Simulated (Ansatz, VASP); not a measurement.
Two plane-wave programs on V

```xyz
2
Lattice="2.5736 0.0000 0.0000 -1.2868 2.2288 0.0000 0.0000 0.0000 4.6429" Properties=species:S:1:pos:R:3 pbc="T T T"
V     0.0000    1.4859    1.1607
V     1.2868    0.7429    3.4822
```

Alike in both runs: functional PBEsol; k mesh 18 × 18 × 10; occupations gaussian, width 0.1 eV; no spin polarisation.

Ansatz relaxed the structure, and its values are those at the end. VASP's run is a single point on that final structure, the one shown.

|  | VASP | Ansatz |
| --- | --- | --- |
| version | VASP 6.6.1 | Ansatz 0.2.0 |
| potentials or method | VASP PAW PBE potentials, release 64 (V_sv), cutoff 520 eV | scalar-relativistic, plane waves, PAW |
| valence electrons in the cell | 26 | 26 |

Ansatz gave:

* gap on the k mesh at the Fermi level (eV): none
* pressure (GPa): 0.0

Q: What did VASP give for the same quantities?

A: gap on the k mesh at the Fermi level (eV): none; pressure (GPa): 0.1.

VASP's potentials were made for PBE, not for PBEsol. A gap of «none» marks a metal or a gap that the smearing closes.
